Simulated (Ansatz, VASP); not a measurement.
**Two plane-wave programs on CdSe**

File POSCAR:

```
CdSe
1.0
    4.3399219990      0.0000000000      0.0000000000
   -2.1699609995      3.7584827016      0.0000000000
    0.0000000000      0.0000000000      7.0783849700
Cd Se
2 2
Direct
    0.3333333333      0.6666666667     -0.0092535020
    0.6666666667      0.3333333333      0.4907464980
    0.3333333333      0.6666666667      0.3852535020
    0.6666666667      0.3333333333      0.8852535020
```

The input INCAR.step1:

```
SYSTEM = CdSe
ALGO = Normal
EDIFF = 1E-4
ENCUT = 520
GGA = PE
ISMEAR = 0
LASPH = .TRUE.
LCHARG = .FALSE.
LREAL = .FALSE.
LWAVE = .TRUE.
NBANDS = 26
NELM = 100
PREC = Accurate
SIGMA = 0.01
```

Contents of INCAR.step2:

```
SYSTEM = CdSe
ALGO = Normal
EDIFF = 1E-7
ENCUT = 520
ISIF = 2
ISMEAR = 0
ISTART = 1
LASPH = .TRUE.
LCHARG = .FALSE.
LMIXTAU = .TRUE.
LREAL = .FALSE.
LWAVE = .FALSE.
METAGGA = R2SCAN
NBANDS = 26
NELM = 100
PREC = Accurate
SIGMA = 0.01
```

KPOINTS

```
k-points
0
G
  9 9 4
  0 0 0
```

Input for Ansatz:

```yaml
crystal:
  lattice:
    - [4.339921999, 0.0, 0.0]
    - [-2.1699609995, 3.7584827016, 0.0]
    - [0.0, 0.0, 7.07838497]
  atoms:
    - { symbol: Cd, position: [0.3333333333, 0.6666666667, -0.009253502] }
    - { symbol: Cd, position: [0.6666666667, 0.3333333333, 0.490746498] }
    - { symbol: Se, position: [0.3333333333, 0.6666666667, 0.385253502] }
    - { symbol: Se, position: [0.6666666667, 0.3333333333, 0.885253502] }
basis:
  ecutwfc: 500
  xc_grid: 2
kpoints:
  mp_grid: { grid: [9, 9, 4] }
hamiltonian:
  xc: r2scan
  pseudopotentials: { kind: paw, azcp: { folder: soft_1 } }
scf:
  occupations: { method: fixed }
output:
  forces: true
  stress: true
  eigenvalues: true
  polarization: {}
```

Change from the starting cell: polar distortion scaled by 0.85.

Alike in both runs: task single point; functional r2SCAN; k mesh 9 × 9 × 4; no spin polarisation.

|  | VASP | Ansatz |
| --- | --- | --- |
| version | VASP 6.6.1 | Ansatz 0.2.0 |
| potentials or method | VASP PAW PBE potentials, release 64 (Cd, Se), cutoff 520 eV | scalar-relativistic, plane waves, PAW |
| occupations | gaussian, width 0.01 eV | fixed |
| valence electrons in the cell | 36 | 72 |

```csv
,VASP,Ansatz,Ansatz less VASP
gap on the k mesh at the Fermi level (eV),1.14,1.14,+0.007
least direct gap on the mesh (eV),1.14,1.14,+0.007
pressure (GPa),0.6,0.3,-0.25
"traceless stress, the component that is largest in VASP (GPa)",-2.09,-2.01,+0.072
rms of the force components (eV/Å),0.257,0.250,-0.0067
```

VASP's potentials were made for PBE, not for r2SCAN. Atom by atom the forces differ by 0.007 eV/Å (rms over components). VASP's potentials hold 36 valence electrons a cell and Ansatz's 72, so a difference there can come from the potentials and not from the codes.
